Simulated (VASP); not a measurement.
Runs of VASP 6.6.1 on TiN (de600). The structure is that of space group Fm-3m (No. 225), or close to it. The cells are those of the table. 

```tsv
task	cell	k mesh	cutoff (eV)	smearing	gap on the mesh (eV)	pressure (GPa)	relaxed volume (Å³/atom)
relaxation of cell and atoms	relaxed from a = 2.950 Å, angles 60.0°, 2 atoms	16 × 16 × 16	600	fermi-dirac 0.15 eV	none	0.0	9.11
single point	a = 2.950 Å, angles 60.0°, 2 atoms	8 × 8 × 8	520	gaussian 0.1 eV	none	1.2	-
single point	a = 2.999 Å, angles 60.0°, 2 atoms	8 × 8 × 8	520	gaussian 0.1 eV	none	-13.2	-
single point	a = 2.950 Å, angles 60.0°, 2 atoms	14 × 14 × 14	520	gaussian 0.1 eV	none	1.0	-
single point	a = 2.951 Å, angles 60.0°, 2 atoms	16 × 16 × 16	520	fermi-dirac 0.15 eV	none	1.0	-
relaxation of cell and atoms	relaxed from a = 2.950 Å, angles 60.0°, 2 atoms	14 × 14 × 14	600	gaussian 0.1 eV	none	0.0	(a)
```

Alike in all rows: level LDA; potentials or basis VASP PAW LDA potentials, release 64 (Ti_sv, N); no spin polarisation.

Q: Fill in the values left out.

A: (a) 9.10.

A gap of «none» marks levels without a gap at the run's occupations.
